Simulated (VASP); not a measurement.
# LaCuIr4 (F-43m) in VASP: a series of runs

Runs on LaCuIr4. Level: PBE. Tasks: single point, relaxation of cell and atoms.

Program: VASP 6.6.1. These are calculated values, not measurements. Logs are shortened: lines on timing, memory, paths and dates and some standing lists are left out, and cuts for length are marked.

**1. The cell of the first run**

The structure is cubic, space group F-43m (No. 216). Conventional cell: a = 7.210 Å, b = 7.210 Å, c = 7.210 Å, α = 90.00°, β = 90.00°, γ = 90.00°. Within 3.9 Å of La (site symmetry -43m) lie 12 Ir at 2.99 Å and 4 Cu at 3.12 Å. Within 3.9 Å of Cu (site symmetry -43m) lie 12 Ir at 2.99 Å and 4 La at 3.12 Å. Within 3.4 Å of Ir (site symmetry 3m) lie 6 Ir at 2.55 Å and 3 Cu at 2.99 Å and 3 La at 2.99 Å.

The cell was generated, and may not be a known phase.

**2. Single point, PBE**

File INCAR:

```
PREC = Accurate
ENCUT = 520
EDIFF = 1E-6
ISMEAR = 0
SIGMA = 0.1
LREAL = False
LASPH = True
NELM = 80
ALGO = Normal
ISIF = 2
LWAVE = False
LCHARG = False
GGA = PE
NBANDS = 38
```

File KPOINTS:

```
Automatic mesh
0
Gamma
  4 4 4
```

File POSCAR:

```
LaCuIr4
1.0
    0.0000000000      3.6051541400      3.6051541400
    3.6051541400      0.0000000000      3.6051541400
    3.6051541400      3.6051541400      0.0000000000
La Cu Ir
1 1 4
Direct
    0.0000000000      0.0000000000      0.0000000000
    0.7500000000      0.7500000000      0.7500000000
    0.8748289600      0.3750570100      0.3750570100
    0.3750570100      0.3750570100      0.3750570100
    0.3750570100      0.8748289600      0.3750570100
    0.3750570100      0.3750570100      0.8748289600
```

Potentials or basis: VASP PAW PBE potentials, release 64 (La, Cu, Ir).

Started as:

```console
> cat potpaw_PBE.64/La/POTCAR potpaw_PBE.64/Cu/POTCAR potpaw_PBE.64/Ir/POTCAR > POTCAR
> mpirun -np 1 vasp_std > vasp.out
```

OUTCAR:

```text
PREC = Accurate
   ENCUT = 520
   EDIFF = 1E-6
   ISMEAR = 0
   LREAL = False
   LASPH = True
   NELM = 80
   ISIF = 2
   GGA = PE

 ion  position               nearest neighbor table
   1  0.000  0.000  0.000-   3 2.99   5 2.99   6 2.99   4 2.99   4 2.99   4 2.99   3 2.99   3 2.99
                             6 2.99   5 2.99   5 2.99   6 2.99   2 3.12   2 3.12   2 3.12   2 3.12
   2  0.750  0.750  0.750-   5 2.99   6 2.99   3 2.99   6 2.99   3 2.99   5 2.99   4 2.99   4 2.99
                             4 2.99   6 2.99   5 2.99   3 2.99   1 3.12   1 3.12   1 3.12   1 3.12
   3  0.875  0.375  0.375-   4 2.55   5 2.55   6 2.55   4 2.55   6 2.55   5 2.55   2 2.99   2 2.99
                             2 2.99   1 2.99   1 2.99   1 2.99
   4  0.375  0.375  0.375-   3 2.55   5 2.55   6 2.55   6 2.55   5 2.55   3 2.55   2 2.99   2 2.99
                             2 2.99   1 2.99   1 2.99   1 2.99
   5  0.375  0.875  0.375-   3 2.55   4 2.55   6 2.55   6 2.55   4 2.55   3 2.55   2 2.99   2 2.99
                             2 2.99   1 2.99   1 2.99   1 2.99
   6  0.375  0.375  0.875-   3 2.55   4 2.55   5 2.55   4 2.55   5 2.55   3 2.55   2 2.99   2 2.99
                             2 2.99   1 2.99   1 2.99   1 2.99

  LATTYP: Found a face centered cubic cell.
 ALAT       =     7.2103082800

  Lattice vectors:

 A1 = (   0.0000000000,   3.6051541400,   3.6051541400)
 A2 = (   3.6051541400,   0.0000000000,   3.6051541400)
 A3 = (   3.6051541400,   3.6051541400,   0.0000000000)

Analysis of symmetry for initial positions (statically):
=====================================================================
 Subroutine PRICEL returns:
 Original cell was already a primitive cell.

 Routine SETGRP: Setting up the symmetry group for a
 face centered cubic supercell.

 Subroutine GETGRP returns: Found 24 space group operations
 (whereof 24 operations were pure point group operations)
 out of a pool of 48 trial point group operations.

The static configuration has the point symmetry T_d .

Analysis of symmetry for dynamics (positions and initial velocities):
=====================================================================
 Subroutine PRICEL returns:
 Original cell was already a primitive cell.

 Routine SETGRP: Setting up the symmetry group for a
 face centered cubic supercell.

 Subroutine GETGRP returns: Found 24 space group operations
 (whereof 24 operations were pure point group operations)
 out of a pool of 48 trial point group operations.

The dynamic configuration has the point symmetry T_d .

 Subroutine INISYM returns: Found 24 space group operations
 (whereof 24 operations are pure point group operations),
[... 92 lines left out ...]
   NFREE  =      0    steps in history (QN), initial steepest desc. (CG)
   ISIF   =      2    stress and relaxation
   ISYM   =      2    0-nonsym 1-usesym 2-fastsym
   POTIM  = 0.5000    time-step for ionic-motion
   TEBEG  =    0.0;   TEEND  =   0.0 temperature during run
   PSTRESS=    0.0 pullay stress
   NELECT =      58.0000    total number of electrons
   NUPDOWN=      -1.0000    fix difference up-down
   EMIN   =  10.00;   EMAX   =-10.00  energy-range for DOS
   EFERMI =   0.00;   METHOD = LEGACY
   ISMEAR =     0;   SIGMA  =   0.10  broadening in eV -4-tet -1-fermi 0-gaus
   EFERMI_NEDOS =   21; number of points for ismear=-14 and -15
   IALGO  =     38    algorithm
   IMIX   =      4    mixing-type and parameters
     AMIX     =   0.40;   BMIX     =  1.00
     AMIX_MAG =   1.60;   BMIX_MAG =  1.00
  volume/ion in A,a.u.               =      15.62       105.40
  Fermi-wavevector in a.u.,A,eV,Ry     =   1.395137  2.636427 26.482495  1.946408
  Thomas-Fermi vector in A             =   2.518619
   LORBIT       =      0    0 simple, 1 ext, 2 COOP (PROOUT), +10 PAW based schemes
   GGA     = PE    functional components
   LHFCALC =     F    Hartree Fock is set to
   AEXX    =    0.0000 exact exchange contribution
   IVDW    =     0    specifies the selected vdW correction
   LEPSILON=     F    determine dielectric tensor
   LRPA    =     F    only Hartree local field effects (RPA)
 non-spin polarized calculation
 Gauss-broadening in eV      SIGMA  =   0.10
  energy-cutoff  :      520.00
  volume of cell :       93.71
 maximum number of plane-waves:      2565
 NGX is ok and might be reduce to    40
   NGX = 19   NGY = 19   NGZ = 19

 number of electron      58.0000004 magnetization

 Free energy of the ion-electron system (eV)
  ---------------------------------------------------
  ext. energy  EPLUGINS =         0.00000000
  ---------------------------------------------------
  free energy    TOTEN  =       -43.52405987 eV

  energy without entropy =      -43.49027296  energy(sigma->0) =      -43.50716642

 E-fermi :   9.7668     XC(G=0): -13.0156

 val. band max:        9.7545260515   @ k =   0.5000   0.0000   0.0000
 cond. band min:       9.8755495981   @ k =   0.5000   0.5000   0.0000
 fundamental gap:      0.1210235467
 Fermi energy:         9.7667929540

 k-point     1 :       0.0000    0.0000    0.0000
  band No.  band energies     occupation
      1     -20.9025      2.00000
      2      -5.2051      2.00000
      3      -5.2051      2.00000
      4      -5.2051      2.00000
      5       0.0186      2.00000
      6       2.9392      2.00000
[... 317 lines left out ...]
     37      14.1763      0.00000
     38      14.2445      0.00000

------------------------ aborting loop because EDIFF is reached ----------------------------------------

  FORCE on cell =-STRESS in cart. coord.  units (eV):
  Direction    XX          YY          ZZ          XY          YZ          ZX
  --------------------------------------------------------------------------------------
  -------------------------------------------------------------------------------------
  Total       19.9592499     19.9592499     19.9592499     -0.0000000     -0.0000000      0.0000000
  in kB      341.2347797    341.2347797    341.2347797     -0.0000000     -0.0000000      0.0000000
  external PRESSURE =     341.2347797 kB  Pullay stress =       0.0000000 kB

 VOLUME and BASIS-vectors are now :
 -----------------------------------------------------------------------------
  energy-cutoff  :      520.00
  volume of cell :       93.71
      direct lattice vectors                 reciprocal lattice vectors
     0.000000000  3.605154140  3.605154140    -0.138690325  0.138690325  0.138690325
     3.605154140  0.000000000  3.605154140     0.138690325 -0.138690325  0.138690325
     3.605154140  3.605154140  0.000000000     0.138690325  0.138690325 -0.138690325

 POSITION                                       TOTAL-FORCE (eV/Angst)
 -----------------------------------------------------------------------------------
      0.00000      0.00000      0.00000         0.000000      0.000000      0.000000
      5.40773      5.40773      5.40773         0.000000      0.000000      0.000000
      2.70428      4.50603      4.50603         0.142788     -0.142788     -0.142788
      2.70428      2.70428      2.70428         0.142788      0.142788      0.142788
      4.50603      2.70428      4.50603        -0.142788      0.142788     -0.142788
      4.50603      4.50603      2.70428        -0.142788     -0.142788      0.142788
 -----------------------------------------------------------------------------------
    total drift:                                0.000006      0.000006      0.000006

  FREE ENERGIE OF THE ION-ELECTRON SYSTEM (eV)
  ---------------------------------------------------
  free  energy   TOTEN  =       -43.5240598739 eV

  energy  without entropy=      -43.4902729621  energy(sigma->0) =      -43.50716642
```

OSZICAR:

```text
N       E                     dE             d eps       ncg     rms          rms(c)
DAV:   1     0.548594395156E+03    0.54859E+03   -0.23970E+04   664   0.227E+03
DAV:   2     0.523567531769E+02   -0.49624E+03   -0.46405E+03   648   0.456E+02
DAV:   3    -0.371969453249E+02   -0.89554E+02   -0.78614E+02   756   0.194E+02
[... 16 lines left out ...]
DAV:  20    -0.435240861603E+02   -0.46715E-05   -0.32975E-05   928   0.381E-02    0.372E-02
DAV:  21    -0.435240815667E+02    0.45936E-05   -0.11715E-06   488   0.267E-02    0.341E-02
DAV:  22    -0.435240613620E+02    0.20205E-04   -0.40433E-05  1064   0.157E-01    0.143E-02
DAV:  23    -0.435240597465E+02    0.16155E-05   -0.10255E-05   890   0.479E-02    0.713E-03
DAV:  24    -0.435240598739E+02   -0.12742E-06   -0.12951E-06   480   0.982E-03
   1 F= -.43524060E+02 E0= -.43507166E+02  d E =-.337869E-01
```

stdout:

```text
POSCAR found type information on POSCAR LaCuIr
 POSCAR found :  3 types and       6 ions
 scaLAPACK will be used
 LDA part: xc-table for (Slater+PW92), standard interpolation
 POSCAR, INCAR and KPOINTS ok, starting setup
 FFT: planning ... GRIDC
 FFT: planning ... GRID_SOFT
 FFT: planning ... GRID
 WAVECAR not read
 entering main loop
```

Run time: 92 s. Hardware: 1 thread of AMD EPYC 9755, shared host; peak memory 0.22 GiB.

What came out:

```yaml
Free_energy: -43.5241 eV
Pressure: 34.1 GPa
Largest_force: 0.247 eV/Å
Band_gap_on_the_k_mesh: zero (bands 29 and 30 overlap by 1.34 eV)
```

Forces on the atoms (eV/Å):
```
La   0.000  0.000  0.000
Cu   0.000  0.000  0.000
Ir   0.143 -0.143 -0.143
Ir   0.143  0.143  0.143
Ir  -0.143  0.143 -0.143
Ir  -0.143 -0.143  0.143
```

Caveat: the k points lie up to 0.38 Å⁻¹ apart, too coarse for converged energies and pressures of a metal; spin-orbit coupling is left out, which moves the levels of the heavy elements.

**3. Single point, PBE**

This run uses another cell than the first one, of 17.80 Å³/atom.

File INCAR:

```
PREC     = Accurate       # precision mode
ENCUT    = 520            # plane-wave cutoff, eV
EDIFF    = 1E-7           # SCF threshold, eV
ISMEAR   = 0              # smearing method
SIGMA    = 0.1            # smearing width, eV
LREAL    = F              # projectors in reciprocal space
LASPH    = T              # aspherical terms in the spheres
NELM     = 100            # most SCF steps
ALGO     = Fast           # electronic algorithm
ISIF     = 2              # what is computed and relaxed
LWAVE    = F              # write WAVECAR
LCHARG   = F              # write CHGCAR
GGA      = PE             # functional
NBANDS   = 38             # bands
```

KPOINTS is that of step 2.

File POSCAR:

```
LaCuIr4
1.0
    0.0000000000      3.7655403753      3.7655403753
    3.7655403753      0.0000000000      3.7655403753
    3.7655403753      3.7655403753      0.0000000000
La Cu Ir
1 1 4
Direct
    0.0000000000      0.0000000000      0.0000000000
    0.7500000000      0.7500000000      0.7500000000
    0.8737941945      0.3754019352      0.3754019352
    0.3754019352      0.3754019352      0.3754019352
    0.3754019352      0.8737941945      0.3754019352
    0.3754019352      0.3754019352      0.8737941945
```

Potentials or basis: VASP PAW PBE potentials, release 64 (La, Cu, Ir).

Started as:

```console
> cat potpaw_PBE.64/La/POTCAR potpaw_PBE.64/Cu/POTCAR potpaw_PBE.64/Ir/POTCAR > POTCAR
> mpirun -np 1 vasp_std > vasp.out
```

OUTCAR:

```text
PREC = Accurate
   ENCUT = 520
   EDIFF = 1E-7
   ISMEAR = 0
   LREAL = F
   LASPH = T
   NELM = 100
   ISIF = 2
   GGA = PE

 ion  position               nearest neighbor table
   1  0.000  0.000  0.000-   3 3.12   5 3.12   3 3.12   6 3.12   5 3.12   6 3.12   4 3.12   4 3.12
                             4 3.12   6 3.12   3 3.12   5 3.12
   2  0.750  0.750  0.750-
   3  0.874  0.375  0.375-   4 2.65   5 2.65   6 2.65   4 2.67   6 2.67   5 2.67   1 3.12   1 3.12
                             1 3.12
   4  0.375  0.375  0.375-   3 2.65   5 2.65   6 2.65   6 2.67   5 2.67   3 2.67   1 3.12   1 3.12
                             1 3.12
   5  0.375  0.874  0.375-   3 2.65   4 2.65   6 2.65   6 2.67   4 2.67   3 2.67   1 3.12   1 3.12
                             1 3.12
   6  0.375  0.375  0.874-   3 2.65   4 2.65   5 2.65   4 2.67   5 2.67   3 2.67   1 3.12   1 3.12
                             1 3.12

  LATTYP: Found a face centered cubic cell.
 ALAT       =     7.5310807506

  Lattice vectors:

 A1 = (   0.0000000000,   3.7655403753,   3.7655403753)
 A2 = (   3.7655403753,   0.0000000000,   3.7655403753)
 A3 = (   3.7655403753,   3.7655403753,   0.0000000000)

Analysis of symmetry for initial positions (statically):
=====================================================================
 Subroutine PRICEL returns:
 Original cell was already a primitive cell.

 Routine SETGRP: Setting up the symmetry group for a
 face centered cubic supercell.

 Subroutine GETGRP returns: Found 24 space group operations
 (whereof 24 operations were pure point group operations)
 out of a pool of 48 trial point group operations.

The static configuration has the point symmetry T_d .

Analysis of symmetry for dynamics (positions and initial velocities):
=====================================================================
 Subroutine PRICEL returns:
[... 120 lines left out ...]
     AMIX_MAG =   1.60;   BMIX_MAG =  1.00
  volume/ion in A,a.u.               =      17.80       120.10
  Fermi-wavevector in a.u.,A,eV,Ry     =   1.335714  2.524134 24.274593  1.784132
  Thomas-Fermi vector in A             =   2.464397
   LORBIT       =      0    0 simple, 1 ext, 2 COOP (PROOUT), +10 PAW based schemes
   GGA     = PE    functional components
   LHFCALC =     F    Hartree Fock is set to
   AEXX    =    0.0000 exact exchange contribution
   IVDW    =     0    specifies the selected vdW correction
   LEPSILON=     F    determine dielectric tensor
   LRPA    =     F    only Hartree local field effects (RPA)
 non-spin polarized calculation
 RMM-DIIS sequential band-by-band and
 Gauss-broadening in eV      SIGMA  =   0.10
  energy-cutoff  :      520.00
  volume of cell :      106.79
 maximum number of plane-waves:      2891
   NGX = 19   NGY = 19   NGZ = 19

 number of electron      58.0000016 magnetization

 Free energy of the ion-electron system (eV)
  ---------------------------------------------------
  ext. energy  EPLUGINS =         0.00000000
  ---------------------------------------------------
  free energy    TOTEN  =       -44.76564186 eV

  energy without entropy =      -44.73053315  energy(sigma->0) =      -44.74808751

 E-fermi :   7.9575     XC(G=0): -12.2885

 val. band max:        7.9476464636   @ k =   0.5000   0.0000   0.0000
 cond. band min:       8.0421275413   @ k =   0.5000   0.5000   0.0000
 fundamental gap:      0.0944810777
 Fermi energy:         7.9575085101

 k-point     1 :       0.0000    0.0000    0.0000
  band No.  band energies     occupation
      1     -23.0435      2.00000
      2      -7.0711      2.00000
      3      -7.0711      2.00000
      4      -7.0711      2.00000
      5      -0.6409      2.00000
      6       2.0810      2.00000
[... 317 lines left out ...]
     37      11.9866      0.00000
     38      12.0647      0.00000

------------------------ aborting loop because EDIFF is reached ----------------------------------------

  FORCE on cell =-STRESS in cart. coord.  units (eV):
  Direction    XX          YY          ZZ          XY          YZ          ZX
  --------------------------------------------------------------------------------------
  -------------------------------------------------------------------------------------
  Total        0.0628165      0.0628165      0.0628165      0.0000000      0.0000000      0.0000000
  in kB        0.9424807      0.9424807      0.9424807      0.0000000      0.0000000      0.0000000
  external PRESSURE =       0.9424807 kB  Pullay stress =       0.0000000 kB

 VOLUME and BASIS-vectors are now :
 -----------------------------------------------------------------------------
  energy-cutoff  :      520.00
  volume of cell :      106.79
      direct lattice vectors                 reciprocal lattice vectors
     0.000000000  3.765540375  3.765540375    -0.132783067  0.132783067  0.132783067
     3.765540375  0.000000000  3.765540375     0.132783067 -0.132783067  0.132783067
     3.765540375  3.765540375  0.000000000     0.132783067  0.132783067 -0.132783067

 POSITION                                       TOTAL-FORCE (eV/Angst)
 -----------------------------------------------------------------------------------
      0.00000      0.00000      0.00000         0.000000      0.000000      0.000000
      5.64831      5.64831      5.64831         0.000000      0.000000      0.000000
      2.82718      4.70390      4.70390        -0.016194      0.016194      0.016194
      2.82718      2.82718      2.82718        -0.016194     -0.016194     -0.016194
      4.70390      2.82718      4.70390         0.016194     -0.016194      0.016194
      4.70390      4.70390      2.82718         0.016194      0.016194     -0.016194
 -----------------------------------------------------------------------------------
    total drift:                                0.000000      0.000000      0.000000

  FREE ENERGIE OF THE ION-ELECTRON SYSTEM (eV)
  ---------------------------------------------------
  free  energy   TOTEN  =       -44.7656418628 eV

  energy  without entropy=      -44.7305331520  energy(sigma->0) =      -44.74808751
```

OSZICAR:

```text
N       E                     dE             d eps       ncg     rms          rms(c)
DAV:   1     0.541524830160E+03    0.54152E+03   -0.23923E+04   632   0.221E+03
DAV:   2     0.503166224226E+02   -0.49121E+03   -0.45965E+03   656   0.443E+02
DAV:   3    -0.361239721128E+02   -0.86441E+02   -0.77595E+02   742   0.191E+02
[... 13 lines left out ...]
RMM:  65    -0.447656408927E+02   -0.14602E-06   -0.26039E-06   577   0.505E-03    0.119E-03
RMM:  66    -0.447656413364E+02   -0.44368E-06   -0.55353E-06   546   0.476E-03    0.116E-03
RMM:  67    -0.447656413903E+02   -0.53928E-07   -0.14811E-06   532   0.457E-03    0.129E-03
RMM:  68    -0.447656418999E+02   -0.50955E-06   -0.59377E-06   512   0.443E-03    0.145E-03
RMM:  69    -0.447656418628E+02    0.37051E-07   -0.48878E-07   499   0.410E-03
   1 F= -.44765642E+02 E0= -.44748088E+02  d E =-.351087E-01
```

stdout:

```text
POSCAR found type information on POSCAR LaCuIr
 POSCAR found :  3 types and       6 ions
 scaLAPACK will be used
 LDA part: xc-table for (Slater+PW92), standard interpolation
[... 26 lines left out ...]
 num prob  num prob  num prob  num prob RMM:  62    -0.447656399944E+02   -0.60507E-06   -0.72013E-06   595   0.641E-03    0.142E-03
 num prob  num prob  num prob  num prob RMM:  63    -0.447656401712E+02   -0.17680E-06   -0.30977E-06   577   0.551E-03    0.130E-03
 num prob  num prob RMM:  64    -0.447656407467E+02   -0.57547E-06   -0.70514E-06   573   0.545E-03    0.121E-03
 num prob  num prob RMM:  66    -0.447656413364E+02   -0.44368E-06   -0.55353E-06   546   0.476E-03    0.116E-03
 num prob  num prob RMM:  67    -0.447656413903E+02   -0.53928E-07   -0.14811E-06   532   0.457E-03    0.129E-03
 num prob  num prob RMM:  68    -0.447656418999E+02   -0.50955E-06   -0.59377E-06   512   0.443E-03    0.145E-03
```

Wall time 4.7 min (1 thread of AMD EPYC 9755, shared host); peak memory 0.23 GiB.

What came out:

```
Free energy            : -44.7656 eV
Pressure               : 0.1 GPa
Largest force          : 0.028 eV/Å
Band gap on the k mesh : zero (bands 29 and 30 overlap by 1.27 eV)
```

Forces in eV/Å, atoms in the order of the input:
```
La   0.000  0.000  0.000
Cu   0.000  0.000  0.000
Ir  -0.016  0.016  0.016
Ir  -0.016 -0.016 -0.016
Ir   0.016 -0.016  0.016
Ir   0.016  0.016 -0.016
```

Levels at points of the mesh, in eV from the Fermi level:
| k point | band 25 | band 26 | band 27 | band 28 | band 29 | band 30 | band 31 | band 32 | band 33 | band 34 |
| --- | --- | --- | --- | --- | --- | --- | --- | --- | --- | --- |
| (0.00, 0.00, 0.00) | -0.30 | -0.30 | -0.30 | 0.99 | 1.01 | 1.01 | 1.01 | 2.22 | 3.91 | 3.91 |
| (0.50, 0.00, 0.00) | -1.19 | -0.44 | -0.41 | -0.41 | -0.01 | -0.01 | 1.19 | 2.32 | 2.32 | 3.85 |
| (0.50, 0.50, 0.00) | -1.08 | -1.08 | -0.93 | -0.26 | -0.26 | -0.26 | 0.08 | 0.46 | 3.84 | 3.86 |

Caveat: the k points lie up to 0.36 Å⁻¹ apart, too coarse for converged energies and pressures of a metal; spin-orbit coupling is left out, which moves the levels of the heavy elements.

(Continued in part 2 of 2.)

The gap in the log of VASP goes by the Fermi energy; the results here count the filled bands.